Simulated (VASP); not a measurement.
A run of VASP 6.6.1:

File INCAR:

```
PREC = Accurate ; ENCUT = 600
EDIFF = 1E-6 ; ISMEAR = -1
SIGMA = 0.1 ; LREAL = False
LASPH = True ; NELM = 60
ALGO = Normal ; ISIF = 3
LWAVE = False ; LCHARG = False
GGA = PE ; IBRION = 2
NSW = 60 ; EDIFFG = -0.005
PSTRESS = 2000.0
```

KPOINTS

```
regular mesh
0
Gamma
  18 18 17
```

File POSCAR:

```
Nb
1.0
    2.4042247010      0.0000000000      0.0000000000
   -1.2021123505      2.0821196675      0.0000000000
    0.0000000000      0.0000000000      2.2599712189
Nb
1
Direct
    0.0000000000      0.0000000000      0.0000000000
```

Potentials or basis: VASP PAW PBE potentials, release 64 (Nb_sv).

Launch:

```bash
$ cat potpaw_PBE.64/Nb_sv/POTCAR > POTCAR
$ mpirun -np 1 vasp_std > vasp.out
```

Hardware: 1 thread of Intel(R) Xeon(R) 6975P-C (Granite Rapids) (shared host).

Q: How long does it take, and how much memory?

A: It took 71 s on 1 thread of Intel(R) Xeon(R) 6975P-C (Granite Rapids) (shared host), peak memory 0.17 GiB. Counts: scf iterations 55, k points 333, ion steps 7.
